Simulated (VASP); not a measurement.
**AlN: single point with PBEsol**

The system is AlN.

```
CELL_PARAMETERS angstrom
3.09674 0.00000 0.00000
-1.54837 2.68185 0.00000
0.00000 0.00000 4.14065
ATOMIC_POSITIONS crystal
Al 0.33333 0.66667 0.75000
Al 0.66667 0.33333 0.25000
N 0.33333 0.66667 0.25000
N 0.66667 0.33333 0.75000
```

This cell differs from its parent crystal: volume 8.597 Å^3 an atom, c/a of the conventional cell 1.3371.

```yaml
Program: VASP 6.6.1
Task: single point
Functional: PBEsol
Potentials_or_basis: VASP PAW PBE potentials, release 64 (Al, N)
Cutoff: 520 eV
k_mesh: 9 × 9 × 6
Occupations: gaussian, width 0.05 eV
Spin: no spin polarisation
Dipole_correction: no
Further_INCAR_settings: ALGO = Normal; EDIFF = 1e-06; NBANDS = 16
```

| Item | Value |
| --- | --- |
| Pressure | 39.7 GPa |
| Band gap on the k mesh | 4.22 eV, direct |

Stress tensor (GPa, compression positive):
```
50.19  0.00  0.00
 0.00 50.19  0.00
 0.00  0.00 18.87
```

Levels at points of the mesh, in eV from the valence-band top:
| k point | band 5 | band 6 | band 7 | band 8 | band 9 | band 10 | band 11 | band 12 |
| --- | --- | --- | --- | --- | --- | --- | --- | --- |
| (0.00, 0.00, 0.00) | -3.69 | -2.18 | -2.18 | 0.00 | 4.22 | 5.71 | 9.18 | 9.18 |
| (0.00, 0.00, 0.50) | -2.98 | -2.98 | -2.98 | -2.98 | 6.47 | 6.47 | 9.34 | 9.34 |

It took 14 s on 1 thread of Intel Xeon 6975P-C (shared host), peak memory 0.15 GiB.

Caveat: the PAW data sets were made with another functional, which shifts forces and pressure a little. A k mesh can miss the band edges.
